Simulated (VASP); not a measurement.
# Te2Mo in VASP: further runs

Te2Mo is run at these levels: r2SCAN; tasks: single point.

All numbers are computed with VASP 6.6.1; they aren't measurements. Logs are shortened: lines on timing, memory, paths and dates and some standing lists are left out, and cuts for length are marked.

## (1) The cell of the first run

The cell holds a slab with vacuum, 3 atoms: a = 3.722 Å, b = 3.722 Å, c = 17.050 Å, α = 90.00°, β = 90.00°, γ = 120.00°.

## (2) Single point, r2SCAN (biaxial strain in the a-b plane: +4.5 %, then relaxed in part)

The input, POSCAR:

```
Te2Mo
1.0
    3.7215127043      0.0000000000      0.0000000000
   -1.8607563522      3.2229245425      0.0000000000
    0.0000000000      0.0000000000     17.0503522390
Te Mo
2 1
Direct
    0.3333333333      0.6666666667      0.8981654467
    0.3333333333      0.6666666667      0.1018345533
    0.0000000000      0.0000000000      0.0000000000
```

The input, INCAR.step1:

```
PREC = Accurate
ENCUT = 520
ISMEAR = 0
SIGMA = 0.02
LREAL = F
LASPH = T
NELM = 60
NBANDS = 20
GGA = PE
ALGO = Normal
EDIFF = 1E-4
LWAVE = T
LCHARG = F
```

The input, INCAR.step2:

```
PREC = Accurate
ENCUT = 520
EDIFF = 1E-6
ISMEAR = 0
SIGMA = 0.02
LREAL = F
LASPH = T
NELM = 60
ALGO = Normal
ISIF = 2
LWAVE = F
LCHARG = T
METAGGA = R2SCAN
LMIXTAU = T
LELF = T
LVHAR = T
NBANDS = 20
ISTART = 1
```

The input, KPOINTS:

```
Automatic mesh
0
Gamma
  12 12 2
```

Potentials or basis: VASP PAW PBE potentials, release 64 (Te, Mo_sv).

Run with:

```sh
> cat potpaw_PBE.64/Te/POTCAR potpaw_PBE.64/Mo_sv/POTCAR > POTCAR
> cp INCAR.step1 INCAR
> mpirun -np 1 vasp_std > vasp.out
> cp INCAR.step2 INCAR
> mpirun -np 1 vasp_std > vasp.out
```

OUTCAR:

```text
PREC = Accurate
   ENCUT = 520
   EDIFF = 1E-6
   ISMEAR = 0
   LREAL = F
   LASPH = T
   NELM = 60
   ISIF = 2
   METAGGA = R2SCAN
   ISTART = 1

 ion  position               nearest neighbor table
   1  0.333  0.667  0.898-   3 2.76   3 2.76   3 2.76   2 3.47
   2  0.333  0.667  0.102-   3 2.76   3 2.76   3 2.76   1 3.47
   3  0.000  0.000  0.000-   1 2.76   2 2.76   1 2.76   2 2.76   1 2.76   2 2.76

  LATTYP: Found a hexagonal cell.
 ALAT       =     3.7215127043
 C/A-ratio  =     4.5815649693

  Lattice vectors:

 A1 = (   3.7215127043,   0.0000000000,   0.0000000000)
 A2 = (  -1.8607563522,   3.2229245425,   0.0000000000)
 A3 = (   0.0000000000,   0.0000000000,  17.0503522390)

Analysis of symmetry for initial positions (statically):
=====================================================================
 Subroutine PRICEL returns:
 Original cell was already a primitive cell.

 Routine SETGRP: Setting up the symmetry group for a
 hexagonal supercell.

 Subroutine GETGRP returns: Found 12 space group operations
 (whereof 12 operations were pure point group operations)
 out of a pool of 24 trial point group operations.

The static configuration has the point symmetry D_3h.

Analysis of symmetry for dynamics (positions and initial velocities):
=====================================================================
 Subroutine PRICEL returns:
 Original cell was already a primitive cell.

 Routine SETGRP: Setting up the symmetry group for a
 hexagonal supercell.

 Subroutine GETGRP returns: Found 12 space group operations
 (whereof 12 operations were pure point group operations)
 out of a pool of 24 trial point group operations.

The dynamic configuration has the point symmetry D_3h.

 Subroutine INISYM returns: Found 12 space group operations
 (whereof 12 operations are pure point group operations),
 and found     1 'primitive' translations

----------------------------------------------------------------------------------------

                                     Primitive cell

  volume of cell :     204.5046

  direct lattice vectors                    reciprocal lattice vectors
     3.721512704  0.000000000  0.000000000     0.268707937  0.155138600  0.000000000
    -1.860756352  3.222924542  0.000000000     0.000000000  0.310277199  0.000000000
     0.000000000  0.000000000 17.050352239     0.000000000  0.000000000  0.058649815

  length of vectors
     3.721512704  3.721512704 17.050352239     0.310277199  0.310277199  0.058649815

  position of ions in fractional coordinates (direct lattice)
     0.333333333  0.666666667  0.898165447
     0.333333333  0.666666667  0.101834553
     0.000000000  0.000000000  0.000000000

  ion indices of the primitive-cell ions
   primitive index   ion index
                 1           1
                 2           2
                 3           3

----------------------------------------------------------------------------------------

 KPOINTS: Automatic mesh

Automatic generation of k-mesh.
 Grid dimensions read from file:
 generate k-points for:   12   12    2

 Generating k-lattice:

  Cartesian coordinates                     Fractional coordinates (reciprocal lattice)
     0.022392328  0.012928217  0.000000000     0.083333333 -0.000000000  0.000000000
     0.000000000  0.025856433  0.000000000     0.000000000  0.083333333  0.000000000
     0.000000000  0.000000000  0.029324907     0.000000000  0.000000000  0.500000000

  Length of vectors
     0.025856433  0.025856433  0.029324907

  Shift w.r.t. Gamma in fractional coordinates (k-lattice)
     0.000000000  0.000000000  0.000000000

 Subroutine IBZKPT returns following result:
 ===========================================

 Found     38 irreducible k-points:

 Following reciprocal coordinates:
            Coordinates               Weight
  0.000000  0.000000  0.000000      1.000000
  0.083333  0.000000  0.000000      6.000000
  0.166667  0.000000  0.000000      6.000000
  0.250000  0.000000  0.000000      6.000000
  0.333333  0.000000  0.000000      6.000000
  0.416667  0.000000  0.000000      6.000000
[... 16 lines left out ...]
  0.250000  0.000000  0.500000      6.000000
  0.333333  0.000000  0.500000      6.000000
 [... further k-points ...]
   k-points           NKPTS =     38   k-points in BZ     NKDIM =     38   number of bands    NBANDS=     20
   number of dos      NEDOS =    301   number of ions     NIONS =      3
   total plane-waves  NPLWV = 100352
   dimension x,y,z NGX =    28 NGY =   28 NGZ =  128
   dimension x,y,z NGXF=    56 NGYF=   56 NGZF=  256
   ions per type =               2   1
   NGX,Y,Z   is equivalent  to a cutoff of  12.51, 12.51, 12.48 a.u.
   NGXF,Y,Z  is equivalent  to a cutoff of  25.02, 25.02, 24.96 a.u.
 SYSTEM =  unknown system
   PREC   = accura    normal or accurate (medium, high low for compatibility)
   ISTART =      1    job   : 0-new  1-cont  2-samecut
   ICHARG =      0    charge: 1-file 2-atom 10-const
   ISPIN  =      1    spin polarized calculation?
   LNONCOLLINEAR =      F non collinear calculations
   LSORBIT =      F    spin-orbit coupling
   LASPH  =      T    aspherical Exc in radial PAW
   ENCUT  =  520.0 eV  38.22 Ry    6.18 a.u.   6.92  6.92 31.70*2*pi/ulx,y,z
   NELM   =     60;   NELMIN=  2; NELMDL=  0     # of ELM steps
   EDIFF  = 0.1E-05   stopping-criterion for ELM
   LREAL  =      F    real-space projection
   EDIFFG = 0.1E-04   stopping-criterion for IOM
   NSW    =      0    number of steps for IOM
   IBRION =     -1    ionic relax: 0-MD 1-quasi-New 2-CG
   NFREE  =      0    steps in history (QN), initial steepest desc. (CG)
   ISIF   =      2    stress and relaxation
   ISYM   =      2    0-nonsym 1-usesym 2-fastsym
   POTIM  = 0.5000    time-step for ionic-motion
   TEBEG  =    0.0;   TEEND  =   0.0 temperature during run
   PSTRESS=    0.0 pullay stress
   NELECT =      26.0000    total number of electrons
   NUPDOWN=      -1.0000    fix difference up-down
   EMIN   =  10.00;   EMAX   =-10.00  energy-range for DOS
   EFERMI =   0.00;   METHOD = LEGACY
   ISMEAR =     0;   SIGMA  =   0.02  broadening in eV -4-tet -1-fermi 0-gaus
   EFERMI_NEDOS =   21; number of points for ismear=-14 and -15
   IALGO  =     38    algorithm
   IMIX   =      4    mixing-type and parameters
     AMIX     =   0.40;   BMIX     =  1.00
     AMIX_MAG =   1.60;   BMIX_MAG =  1.00
  volume/ion in A,a.u.               =      68.17       460.02
  Fermi-wavevector in a.u.,A,eV,Ry     =   0.823187  1.555597  9.219799  0.677636
  Thomas-Fermi vector in A             =   1.934653
   LORBIT       =      0    0 simple, 1 ext, 2 COOP (PROOUT), +10 PAW based schemes
   METAGGA = R2SCAN    functional components
   LHFCALC =     F    Hartree Fock is set to
   AEXX    =    0.0000 exact exchange contribution
   IVDW    =     0    specifies the selected vdW correction
   LEPSILON=     F    determine dielectric tensor
   LRPA    =     F    only Hartree local field effects (RPA)
 non-spin polarized calculation
 Gauss-broadening in eV      SIGMA  =   0.02
  energy-cutoff  :      520.00
  volume of cell :      204.50
 maximum number of plane-waves:      5544
 NGX is ok and might be reduce to    28
   NGX = 13   NGY = 13   NGZ = 63

 number of electron      25.9999999 magnetization

 Free energy of the ion-electron system (eV)
  ---------------------------------------------------
  ext. energy  EPLUGINS =         0.00000000
  ---------------------------------------------------
  free energy    TOTEN  =       -77.63333338 eV

  energy without entropy =      -77.63333338  energy(sigma->0) =      -77.63333338

 E-fermi :  -0.2321     XC(G=0):  -4.6615

 val. band max:       -0.4337099787   @ k =   0.0000   0.0000   0.5000
 cond. band min:       0.3152794931   @ k =   0.3333   0.3333   0.5000
 fundamental gap:      0.7489894718
 Fermi energy:        -0.2320853278

 k-point     1 :       0.0000    0.0000    0.0000
  band No.  band energies     occupation
      1     -63.1601      2.00000
      2     -36.5237      2.00000
      3     -36.5237      2.00000
      4     -36.4906      2.00000
      5     -13.1201      2.00000
      6     -11.9486      2.00000
[... 12 lines left out ...]
     19       5.1249      0.00000
     20       5.3709      0.00000

 k-point     2 :       0.0833    0.0000    0.0000
  band No.  band energies     occupation
      1     -63.1597      2.00000
      2     -36.5289      2.00000
      3     -36.5249      2.00000
      4     -36.4894      2.00000
      5     -13.0386      2.00000
      6     -11.8968      2.00000
[... 12 lines left out ...]
     19       5.2287      0.00000
     20       5.6938      0.00000

 k-point     3 :       0.1667    0.0000    0.0000
  band No.  band energies     occupation
      1     -63.1588      2.00000
      2     -36.5432      2.00000
      3     -36.5282      2.00000
      4     -36.4862      2.00000
      5     -12.8040      2.00000
      6     -11.7481      2.00000
[... 12 lines left out ...]
     19       5.5238      0.00000
     20       6.1494      0.00000

 k-point     4 :       0.2500    0.0000    0.0000
  band No.  band energies     occupation
      1     -63.1576      2.00000
      2     -36.5626      2.00000
      3     -36.5327      2.00000
      4     -36.4817      2.00000
      5     -12.4492      2.00000
      6     -11.5253      2.00000
[... 12 lines left out ...]
     19       5.9713      0.00000
     20       6.3570      0.00000

 k-point     5 :       0.3333    0.0000    0.0000
  band No.  band energies     occupation
      1     -63.1563      2.00000
      2     -36.5820      2.00000
      3     -36.5372      2.00000
      4     -36.4773      2.00000
      5     -12.0398      2.00000
      6     -11.2732      2.00000
[... 12 lines left out ...]
     19       5.9861      0.00000
     20       6.3123      0.00000

 k-point     6 :       0.4167    0.0000    0.0000
  band No.  band energies     occupation
      1     -63.1554      2.00000
      2     -36.5961      2.00000
      3     -36.5405      2.00000
      4     -36.4740      2.00000
      5     -11.6890      2.00000
      6     -11.0638      2.00000
[... 12 lines left out ...]
     19       6.0795      0.00000
     20       6.3867      0.00000

 k-point     7 :       0.5000    0.0000    0.0000
  band No.  band energies     occupation
      1     -63.1550      2.00000
      2     -36.6012      2.00000
      3     -36.5418      2.00000
      4     -36.4728      2.00000
      5     -11.5454      2.00000
      6     -10.9804      2.00000
[... 12 lines left out ...]
     19       5.9915      0.00000
     20       6.5597      0.00000
[... 277 lines left out ...]
 k-point    20 :       0.0000    0.0000    0.5000
  band No.  band energies     occupation
      1     -63.1601      2.00000
      2     -36.5237      2.00000
      3     -36.5237      2.00000
      4     -36.4906      2.00000
      5     -13.1201      2.00000
      6     -11.9486      2.00000
[... 12 lines left out ...]
     19       4.7161      0.00000
     20       5.6023      0.00000

 k-point    21 :       0.0833    0.0000    0.5000
  band No.  band energies     occupation
      1     -63.1597      2.00000
      2     -36.5289      2.00000
      3     -36.5249      2.00000
      4     -36.4894      2.00000
      5     -13.0386      2.00000
      6     -11.8968      2.00000
[... 12 lines left out ...]
     19       4.8192      0.00000
     20       5.9355      0.00000

 k-point    22 :       0.1667    0.0000    0.5000
  band No.  band energies     occupation
      1     -63.1588      2.00000
      2     -36.5432      2.00000
      3     -36.5282      2.00000
      4     -36.4862      2.00000
      5     -12.8040      2.00000
      6     -11.7481      2.00000
[... 12 lines left out ...]
     19       5.1383      0.00000
     20       6.5980      0.00000

 k-point    23 :       0.2500    0.0000    0.5000
  band No.  band energies     occupation
      1     -63.1576      2.00000
      2     -36.5626      2.00000
      3     -36.5327      2.00000
      4     -36.4817      2.00000
      5     -12.4493      2.00000
      6     -11.5253      2.00000
[... 12 lines left out ...]
     19       5.6021      0.00000
     20       6.5181      0.00000

 k-point    24 :       0.3333    0.0000    0.5000
  band No.  band energies     occupation
      1     -63.1563      2.00000
      2     -36.5820      2.00000
      3     -36.5372      2.00000
      4     -36.4773      2.00000
      5     -12.0398      2.00000
      6     -11.2732      2.00000
[... 12 lines left out ...]
     19       6.0836      0.00000
     20       6.1632      0.00000

 [... further k-points ...]

------------------------ aborting loop because EDIFF is reached ----------------------------------------

  FORCE on cell =-STRESS in cart. coord.  units (eV):
  Direction    XX          YY          ZZ          XY          YZ          ZX
  --------------------------------------------------------------------------------------
  -------------------------------------------------------------------------------------
  Total       -3.0797912     -3.0797912      0.0794961      0.0000000      0.0000000      0.0000000
  in kB      -24.1284186    -24.1284186      0.6228070      0.0000000      0.0000000      0.0000000
  external PRESSURE =     -15.8780100 kB  Pullay stress =       0.0000000 kB

 VOLUME and BASIS-vectors are now :
 -----------------------------------------------------------------------------
  energy-cutoff  :      520.00
  volume of cell :      204.50
      direct lattice vectors                 reciprocal lattice vectors
     3.721512704  0.000000000  0.000000000     0.268707937  0.155138600  0.000000000
    -1.860756352  3.222924542  0.000000000     0.000000000  0.310277199  0.000000000
     0.000000000  0.000000000 17.050352239     0.000000000  0.000000000  0.058649815

 POSITION                                       TOTAL-FORCE (eV/Angst)
 -----------------------------------------------------------------------------------
     -0.00000      2.14862     15.31404         0.000000      0.000000     -0.027093
     -0.00000      2.14862      1.73632         0.000000     -0.000000      0.027093
      0.00000      0.00000      0.00000        -0.000000     -0.000000      0.000000
 -----------------------------------------------------------------------------------
    total drift:                                0.000001     -0.000001     -0.000000

  FREE ENERGIE OF THE ION-ELECTRON SYSTEM (eV)
  ---------------------------------------------------
  free  energy   TOTEN  =       -77.6333333838 eV

  energy  without entropy=      -77.6333333838  energy(sigma->0) =      -77.63333338
```

Run time: 6.3 min. Hardware: 1 thread of Intel Xeon Platinum 8488C (Sapphire Rapids), shared host; peak memory 0.43 GiB.

What came out:

* Free energy: -77.6333 eV
* Largest force: 0.027 eV/Å
* Band gap on the k mesh: 0.75 eV (least direct gap 0.81 eV)

Forces in eV/Å, atoms in the order of the input:
```
Te   0.000  0.000 -0.027
Te   0.000  0.000  0.027
Mo   0.000  0.000  0.000
```

Caveat: the cell differs from its parent crystal (biaxial strain in the a-b plane: +4.5 %, then relaxed in part); the PAW data sets were made with another functional, which shifts forces and pressure a little; spin-orbit coupling is left out, which moves the levels of the heavy elements.

## (3) Single point, r2SCAN (biaxial strain in the a-b plane: +4.5 %)

The input, POSCAR:

```
Te2Mo
1.0
    3.7215127043      0.0000000000      0.0000000000
   -1.8607563522      3.2229245425      0.0000000000
    0.0000000000      0.0000000000     17.0506575879
Te Mo
2 1
Direct
    0.3333333333      0.6666666667      0.8981318144
    0.3333333333      0.6666666667      0.1018681856
    0.0000000000      0.0000000000      0.0000000000
```

The input, INCAR.step1:

```
SYSTEM = Te2Mo
  PREC = Accurate
  ENCUT = 520
  ISMEAR = 0
  SIGMA = 0.02
  LREAL = .FALSE.
  LASPH = .TRUE.
  NELM = 100
  NBANDS = 20
  GGA = PE
  ALGO = Normal
  EDIFF = 1E-4
  LWAVE = .TRUE.
  LCHARG = .FALSE.
```

The input, INCAR.step2:

```
SYSTEM = Te2Mo
  PREC = Accurate
  ENCUT = 520
  EDIFF = 1E-6
  ISMEAR = 0
  SIGMA = 0.02
  LREAL = .FALSE.
  LASPH = .TRUE.
  NELM = 100
  ALGO = Normal
  ISIF = 2
  LWAVE = .FALSE.
  LCHARG = .TRUE.
  METAGGA = R2SCAN
  LMIXTAU = .TRUE.
  LELF = .TRUE.
  LVHAR = .TRUE.
  NBANDS = 20
  ISTART = 1
```

The input, KPOINTS:

```
Automatic mesh
0
G
  12 12 2
  0 0 0
```

Potentials or basis: VASP PAW PBE potentials, release 64 (Te, Mo_sv).

Run with:

```sh
> cat potpaw_PBE.64/Te/POTCAR potpaw_PBE.64/Mo_sv/POTCAR > POTCAR
> cp INCAR.step1 INCAR
> mpirun -np 1 vasp_std > vasp.out
> cp INCAR.step2 INCAR
> mpirun -np 1 vasp_std > vasp.out
```

Wall time 7.5 min (1 thread of Intel Xeon Platinum 8488C (Sapphire Rapids), shared host); peak memory 0.43 GiB.

Results (log left out):

| Item | Value |
| --- | --- |
| Free energy | -77.6334 eV |
| Largest force | 0.018 eV/Å |
| Band gap on the k mesh | 0.75 eV (least direct gap 0.81 eV) |

Forces in eV/Å, atoms in the order of the input:
```
Te   0.000  0.000 -0.018
Te   0.000  0.000  0.018
Mo   0.000  0.000  0.000
```

Levels at points of the mesh, in eV from the valence-band top:
```csv
k point,band 9,band 10,band 11,band 12,band 13,band 14,band 15,band 16,band 17,band 18
"(0.00, 0.00, 0.00)",-2.06,-1.20,-1.20,-1.18,0.00,2.77,2.77,3.10,3.10,4.87
"(0.50, 0.00, 0.00)",-3.37,-2.50,-1.31,-0.84,-0.58,1.17,1.51,3.42,3.68,4.34
"(0.00, 0.00, 0.50)",-2.06,-1.20,-1.20,-1.18,0.00,2.77,2.77,3.10,3.10,5.05
"(0.50, 0.00, 0.50)",-3.37,-2.50,-1.31,-0.84,-0.58,1.17,1.51,3.42,3.68,4.34
```

Caveat: the cell differs from its parent crystal (biaxial strain in the a-b plane: +4.5 %); the PAW data sets were made with another functional, which shifts forces and pressure a little; spin-orbit coupling is left out, which moves the levels of the heavy elements.
